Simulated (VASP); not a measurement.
Crystal: GaAs (zincblende type).

```xyz
2
Lattice="0.0000 2.8976 2.8976 2.8976 0.0000 2.8976 2.8976 2.8976 0.0000" Properties=species:S:1:pos:R:3 pbc="T T T"
Ga    0.0000    0.0000    0.0000
As    1.4488    1.4488    1.4488
```

- Program: VASP 6.6.1
- Task: relaxation of cell and atoms
- Functional: LDA
- Potentials or basis: VASP PAW LDA potentials, release 64 (Ga_d, As_d)
- Cutoff: 510 eV
- k mesh: 10 × 10 × 10
- Occupations: fermi-dirac, width 0.02 eV
- Spin: no spin polarisation

At the start: pressure -5.7 GPa; volume 24.33 Å³/atom.

Q: Where does the relaxation end?

A: Over 3 steps the energy falls by 44.6 meV/atom and the volume is 22.06 Å³/atom (-9.3 %); space group F-43m (No. 216, to 0.1 Å) before and after.

The path:
```tsv
step	energy change (eV)	largest force (eV/Å)	pressure (GPa)	volume (Å³)
1	0.0000	0.0000	-5.75	48.66
2	-0.0792	0.0000	2.50	42.77
3	-0.0893	0.0000	0.03	44.12
```

Final structure:
```xyz
2
Lattice="0.0000 2.8046 2.8046 2.8046 0.0000 2.8046 2.8046 2.8046 0.0000" Properties=species:S:1:pos:R:3 pbc="T T T"
Ga    0.0000    0.0000    0.0000
As    1.4023    1.4023    1.4023
```
